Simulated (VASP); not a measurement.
Here is a VASP 6.6.1 calculation.

Contents of INCAR:

```
PREC = Accurate ; ENCUT = 600
EDIFF = 1E-6 ; ISMEAR = -1
SIGMA = 0.02 ; LREAL = False
LASPH = True ; NELM = 200
ALGO = Normal ; ISIF = 2
LWAVE = False ; LCHARG = True
ISPIN = 2 ; MAGMOM = 0.45 0
LORBIT = 11 ; LMAXMIX = 4
LDAU = True ; LDAUTYPE = 2
LDAUL = 2 -1 ; LDAUU = 2.8 0
LDAUJ = 0 0 ; LDAUPRINT = 1
GGA = PE ; LELF = True
LVHAR = True ; NBANDS = 22
GGA_COMPAT = False
```

Contents of KPOINTS:

```
regular mesh
0
Gamma
  9 9 9
```

POSCAR

```
MnO
1.0
    0.0000000000      2.2400000000      2.2400000000
    2.2400000000      0.0000000000      2.2400000000
    2.2400000000      2.2400000000      0.0000000000
Mn O
1 1
Direct
    0.0000000000      0.0000000000      0.0000000000
    0.5000000000      0.5000000000      0.5000000000
```

Potentials or basis: VASP PAW PBE potentials, release 64 (Mn_sv, O).

Command:

```console
$ cat potpaw_PBE.64/Mn_sv/POTCAR potpaw_PBE.64/O/POTCAR > POTCAR
$ mpirun -np 1 vasp_std > vasp.out
```

(1) What does it give for the band gap on the k mesh?

(2) Estimate the net moment.

Results:

(1) zero (filled and empty bands overlap).

(2) 5.00 μB per cell.

Caveat: a cell with one magnetic atom can't hold antiferromagnetic order, which such compounds often take.
